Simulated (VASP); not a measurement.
A run of VASP 6.6.1:

File INCAR:

```
PREC     = Accurate       # precision mode
ENCUT    = 520            # plane-wave cutoff, eV
EDIFF    = 1E-6           # SCF threshold, eV
ISMEAR   = 0              # smearing method
SIGMA    = 0.1            # smearing width, eV
LREAL    = F              # projectors in reciprocal space
LASPH    = T              # aspherical terms in the spheres
NELM     = 60             # most SCF steps
ALGO     = Normal         # electronic algorithm
ISIF     = 2              # what is computed and relaxed
LWAVE    = F              # write WAVECAR
LCHARG   = F              # write CHGCAR
GGA      = PE             # functional
NBANDS   = 17             # bands
```

KPOINTS

```
regular mesh
0
Gamma
  4 4 6
```

Contents of POSCAR:

```
SnTe
1.0
    3.1106004045     -3.1178308772      0.0000000000
    3.1106004045      3.1178308772      0.0000000000
    0.0000000000      0.0000000000      3.3530309684
Sn Te
1 1
Direct
    0.5000000000      0.5000000000      0.0000000000
    0.0000000000      0.0000000000      0.0000000000
```

Potentials or basis: VASP PAW PBE potentials, release 64 (Sn_d, Te).

Command:

```sh
$ cat potpaw_PBE.64/Sn_d/POTCAR potpaw_PBE.64/Te/POTCAR > POTCAR
$ mpirun -np 1 vasp_std > vasp.out
```

Hardware: 1 thread of Intel Xeon 8259CL, with other jobs on the host.

Question: Estimate the wall time of this run.

Answer: It took 71 s on 1 thread of Intel Xeon 8259CL, with other jobs on the host, peak memory 0.19 GiB. Counts: scf iterations 12, k points 28.
